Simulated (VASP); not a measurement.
Wanted: the native input for a VASP 6.6.1 run.

```yaml
Task: single point
Functional: r2SCAN
Dispersion: rVV10
Potentials_or_basis: VASP PAW PBE potentials, release 64 (Al)
Cutoff: 550 eV
k_mesh: 18 × 18 × 10
Occupations: gaussian, width 0.1 eV
Spin: no spin polarisation
Dipole_correction: no
Further_INCAR_settings: ALGO = Normal; EDIFF = 1e-06; NBANDS = 10
```

Al:

```
Al
1.0
     2.83209    0.00000    0.00000
    -1.41605    2.45266    0.00000
     0.00000    0.00000    4.59182
Al
2
Direct
  0.33333 0.66667 0.25000
  0.66667 0.33333 0.75000
```

The input as run:

POSCAR

```
Al
1.0
    2.8320901891      0.0000000000      0.0000000000
   -1.4160450945      2.4526620495      0.0000000000
    0.0000000000      0.0000000000      4.5918157958
Al
2
Direct
    0.3333333333      0.6666666667      0.2500000000
    0.6666666667      0.3333333333      0.7500000000
```

INCAR.step1

```
ALGO = Normal
EDIFF = 1E-5
ENCUT = 550
GGA = PE
GGA_COMPAT = False
ISMEAR = 0
LASPH = True
LCHARG = False
LREAL = False
LWAVE = True
NBANDS = 10
NELM = 120
PREC = Accurate
SIGMA = 0.1
```

INCAR.step2

```
ALGO = Normal
BPARAM = 11.95
CPARAM = 0.0093
EDIFF = 1E-6
ENCUT = 550
GGA_COMPAT = False
ISIF = 2
ISMEAR = 0
ISTART = 1
IVDW_NL = 2
LASPH = True
LCHARG = True
LELF = True
LMIXTAU = True
LREAL = False
LUSE_VDW = True
LVHAR = True
LWAVE = False
METAGGA = R2SCAN
NBANDS = 10
NELM = 120
PREC = Accurate
SIGMA = 0.1
```

KPOINTS

```
k-points
0
Gamma
  18 18 10
```

Potentials or basis: VASP PAW PBE potentials, release 64 (Al).

Launch:

```sh
$ cat potpaw_PBE.64/Al/POTCAR > POTCAR
$ cp INCAR.step1 INCAR
$ mpirun -np 1 vasp_std > vasp.out
$ cp INCAR.step2 INCAR
$ mpirun -np 1 vasp_std > vasp.out
```

Results of the run:

- Pressure: -0.3 GPa
- Band gap on the k mesh: zero (band 3 reaches 12.92 eV, above the bottom of band 4 at 4.96 eV)

Caveat: the PAW data sets were made with another functional, which shifts forces and pressure a little.

Wall time 87 s on 1 thread of Intel(R) Xeon(R) 6975P-C (Granite Rapids) (shared host), peak memory 0.29 GiB.
